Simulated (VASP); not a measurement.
The system is Li4SiN.

```
Li Si N
1.0
     5.74177    0.00000    0.00000
     0.00000    5.74177    0.00000
     0.00000    0.00000    2.49393
Li Si N
4 1 1
Direct
  0.69680 0.69680 0.50000
  0.30320 0.30320 0.50000
  0.30320 0.69680 0.50000
  0.69680 0.30320 0.50000
  0.00000 0.00000 0.00000
  0.50000 0.50000 0.00000
```

* Program: VASP 6.6.1
* Task: relaxation of cell and atoms
* Functional: PBE
* Potentials or basis: VASP PAW PBE potentials, release 64 (Li_sv, Si, N)
* Cutoff: 600 eV
* k mesh: 4 × 4 × 6
* Occupations: gaussian, width 0.1 eV
* Spin: no spin polarisation

At the start: pressure 0.0 GPa; volume 13.70 Å³/atom.

How do energy, volume and symmetry change on relaxing?

Over 5 steps the energy falls by 7.1 meV/atom and the volume is 13.50 Å³/atom (-1.5 %); space group P4/mmm (No. 123, to 0.05 Å).

Step by step:
| step | energy change (eV) | largest force (eV/Å) | pressure (GPa) | volume (Å³) |
| --- | --- | --- | --- | --- |
| 1 | 0.0000 | 0.3168 | 0.01 | 82.22 |
| 2 | -0.0198 | 0.2271 | -0.27 | 82.23 |
| 3 | -0.0364 | 0.0471 | -1.03 | 82.23 |
| 4 | -0.0381 | 0.0106 | -0.83 | 82.23 |
| 5 | -0.0429 | 0.0112 | -0.30 | 81.01 |

Final structure:
```xyz
6
Lattice="5.7575 0.0000 0.0000 0.0000 5.7575 0.0000 0.0000 0.0000 2.4437" Properties=species:S:1:pos:R:3 pbc="T T T"
Li    4.0518    4.0518    1.2219
Li    1.7058    1.7058    1.2219
Li    1.7058    4.0518    1.2219
Li    4.0518    1.7058    1.2219
Si    0.0000    0.0000    0.0000
N     2.8788    2.8788    0.0000
```

Caveat: the k points lie up to 0.43 Å⁻¹ apart in the final cell; the cutoff is under 1.25 times the usual one of these potentials, so pressure, stress and relaxed cells hold a basis-set (Pulay) error.
